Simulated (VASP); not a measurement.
Set up this calculation in VASP 6.6.1, as the native input.

```
Task                   : single point
Functional             : PBE
Potentials or basis    : VASP PAW PBE potentials, release 64 (Li_sv, H)
Cutoff                 : 520 eV
k mesh                 : 14 × 14 × 14
Occupations            : gaussian, width 0.05 eV
Spin                   : no spin polarisation
Dipole correction      : no
Further INCAR settings : ALGO = Normal; EDIFF = 1e-06; NBANDS = 9
```

The structure of LiH lies in POSCAR:

```
LiH
1.0
    0.0000000000      1.9771553500      1.9771553500
    1.9771553500      0.0000000000      1.9771553500
    1.9771553500      1.9771553500      0.0000000000
Li H
1 1
Direct
    0.0000000000      0.0000000000      0.0000000000
    0.5000000000      0.5000000000      0.5000000000
```

These files were run (other wordings do the same):

INCAR

```
ALGO = Normal
EDIFF = 1E-6
ENCUT = 520
GGA = PE
ISIF = 2
ISMEAR = 0
LASPH = T
LCHARG = F
LREAL = F
LWAVE = F
NBANDS = 9
NELM = 80
PREC = Accurate
SIGMA = 0.05
```

KPOINTS

```
k-points
0
Gamma
  14 14 14
```

Potentials or basis: VASP PAW PBE potentials, release 64 (Li_sv, H).

The run is started by

```console
$ cat potpaw_PBE.64/Li_sv/POTCAR potpaw_PBE.64/H/POTCAR > POTCAR
$ mpirun -np 1 vasp_std > vasp.out
```

It gave:

```
Band gap on the k mesh : 2.95 eV
```

It took 18 s on 1 thread of Intel Xeon 8259CL, on a shared host, peak memory 0.14 GiB.
